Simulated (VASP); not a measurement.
## ZnSe: single point with LDA

Crystal: ZnSe.

```
Zn Se
1.0
     0.00000    2.77595    2.77595
     2.77595    0.00000    2.77595
     2.77595    2.77595    0.00000
Zn Se
1 1
Direct
  0.00000 0.00000 0.00000
  0.75000 0.75000 0.75000
```

This cell differs from its parent crystal: volume scaled by 0.94.

```json
{
  "Program": "VASP 6.6.1",
  "Task": "single point",
  "Functional": "LDA",
  "Potentials or basis": "VASP PAW LDA potentials, release 64 (Zn, Se)",
  "Cutoff": "520 eV",
  "k mesh": "8 × 8 × 8",
  "Occupations": "fermi-dirac, width 0.03 eV",
  "Spin": "no spin polarisation",
  "Dipole correction": "no",
  "Further INCAR settings": "ALGO = Normal; EDIFF = 1e-07; NBANDS = 16"
}
```

| Item | Value |
| --- | --- |
| Pressure | 1.0 GPa |
| Band gap on the k mesh | 1.33 eV, direct |

Levels at points of the mesh, in eV from the valence-band top:
```
           k point  band 6  band 7  band 8  band 9  band 10  band 11  band 12  band 13
(0.00, 0.00, 0.00)   -6.50    0.00    0.00    0.00     1.33     5.68     5.68     5.68
(0.50, 0.00, 0.00)   -6.32   -5.70   -0.97   -0.97     2.48     6.27     6.27     8.51
(0.50, 0.50, 0.00)   -6.30   -5.10   -2.44   -2.44     2.67     3.31    10.99    11.52
```

It took 13 s on 1 thread of Intel(R) Xeon(R) Platinum 8559C (Emerald Rapids), with other jobs on the host, peak memory 0.15 GiB.
